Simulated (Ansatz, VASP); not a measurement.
## One calculation of Cu, two programs

File INCAR:

```
SYSTEM = Cu
PREC = Accurate ; ENCUT = 600
EDIFF = 1E-6 ; ISMEAR = -1
SIGMA = 0.05 ; LREAL = .False.
LASPH = .True. ; NELM = 120
ALGO = Normal ; ISIF = 2
LWAVE = .False. ; LCHARG = .False.
GGA = PE ; ALDAC = 0.0
AGGAC = 0.0 ; NBANDS = 12
GGA_COMPAT = .False.
```

KPOINTS

```
regular mesh
0
Gamma
  13 13 13
  0 0 0
```

File POSCAR:

```
Cu
1.0
    0.0000000000      1.8312856224      1.8312856224
    1.8312856224      0.0000000000      1.8312856224
    1.8312856224      1.8312856224      0.0000000000
Cu
1
Direct
    0.0000000000      0.0000000000      0.0000000000
```

input.yaml

```yaml
crystal:
  lattice:
    - [0.0, 1.8312856224, 1.8312856224]
    - [1.8312856224, 0.0, 1.8312856224]
    - [1.8312856224, 1.8312856224, 0.0]
  atoms:
    - { symbol: Cu, position: [0.0, 0.0, 0.0] }
hamiltonian:
  xc: { exchange: pbe, correlation: none }
  pseudopotentials: { kind: paw }
kpoints:
  mp_grid: { grid: [13, 13, 13] }
scf:
  occupations: { method: fermi_dirac, width: 0.05 }
output:
  forces: true
  stress: true
  eigenvalues: true
  write_density: true
  write_potential: true
  elf: true
  volumetric_format: npy
```

Alike in both runs: task single point; functional PBE exchange alone; k mesh 13 × 13 × 13; occupations fermi-dirac, width 0.05 eV; no spin polarisation.

|  | VASP | Ansatz |
| --- | --- | --- |
| version | VASP 6.6.1 | Ansatz 0.2.0 |
| potentials or method | VASP PAW PBE potentials, release 64 (Cu) | Ansatz PAW |
| plane-wave cutoff (eV) | 600 | 420 |
| valence electrons in the cell | 11 | 19 |

Ansatz gave:

```
gap on the k mesh at the Fermi level (eV) : none
pressure (GPa)                            : 16.6
```

Task: Estimate VASP's values.

Result: gap on the k mesh at the Fermi level (eV): none; pressure (GPa): 16.9.

VASP's potentials were made for PBE, not for PBE exchange alone. A gap of «none» marks a metal or a gap that the smearing closes. VASP's potentials hold 11 valence electrons a cell and Ansatz's 19, so a difference there can come from the potentials and not from the codes.
